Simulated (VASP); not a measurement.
TiAl3:

```
CELL_PARAMETERS angstrom
5.59627 0.00000 0.00000
-2.79813 4.84651 0.00000
0.00000 0.00000 4.67209
ATOMIC_POSITIONS crystal
Ti 0.66667 0.33333 0.25000
Ti 0.33333 0.66667 0.75000
Al 0.16548 0.33096 0.25000
Al 0.16548 0.83452 0.25000
Al 0.66904 0.83452 0.25000
Al 0.33096 0.16548 0.75000
Al 0.83452 0.16548 0.75000
Al 0.83452 0.66904 0.75000
```

The cell was built from a structure type or drawn by symmetry, and may not be a known phase.

* Program: VASP 6.6.1
* Task: relaxation of cell and atoms
* Functional: PBE
* Potentials or basis: VASP PAW PBE potentials, release 64 (Ti_sv, Al)
* Cutoff: 600 eV
* k mesh: 6 × 6 × 4
* Occupations: gaussian, width 0.1 eV
* Spin: no spin polarisation

At the start: pressure 0.1 GPa; volume 15.84 Å³/atom.

Problem. How do energy, volume and symmetry change on relaxing?

Solution. Over 3 steps the energy falls by 2.2 meV/atom and the volume is 15.89 Å³/atom (+0.3 %); space group P6_3/mmc (No. 194, to 0.1 Å) before and after.

Step by step:
| step | energy change (eV) | largest force (eV/Å) | pressure (GPa) | volume (Å³) |
| --- | --- | --- | --- | --- |
| 1 | 0.0000 | 0.1087 | 0.15 | 126.72 |
| 2 | -0.0144 | 0.0609 | -0.02 | 126.98 |
| 3 | -0.0175 | 0.0180 | -0.08 | 127.15 |

Final structure:
```
Ti Al
1.0
     5.56505    0.00000    0.00000
    -2.78253    4.81948    0.00000
     0.00000    0.00000    4.74091
Ti Al
2 6
Direct
  0.66667 0.33333 0.25000
  0.33333 0.66667 0.75000
  0.16640 0.33279 0.25000
  0.16640 0.83360 0.25000
  0.66721 0.83360 0.25000
  0.33279 0.16640 0.75000
  0.83360 0.16640 0.75000
  0.83360 0.66721 0.75000
```
